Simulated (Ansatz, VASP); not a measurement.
**One calculation of C, two programs**

```
CELL_PARAMETERS angstrom
0.00000 1.80683 1.80683
1.80683 0.00000 1.80683
1.80683 1.80683 0.00000
ATOMIC_POSITIONS crystal
C 0.00000 0.00000 0.00000
C 0.25000 0.25000 0.25000
```

Change from the starting cell: hydrostatic strain +1.5%.

Alike in both runs: task single point; functional r2SCAN; k mesh 12 × 12 × 12; no spin polarisation.

|  | VASP | Ansatz |
| --- | --- | --- |
| version | VASP 6.6.1 | Ansatz 0.2.0 |
| potentials or method | VASP PAW PBE potentials, release 64 (C) | plane waves, PAW |
| plane-wave cutoff (eV) | 520 | 500 |
| occupations | gaussian, width 0.01 eV | fixed |
| valence electrons in the cell | 8 | 8 |

```csv
,VASP,Ansatz,Ansatz less VASP
gap on the k mesh at the Fermi level (eV),4.25,4.28,+0.028
pressure (GPa),-17.6,-18.5,-0.94
```

VASP's potentials were made for PBE, not for r2SCAN.
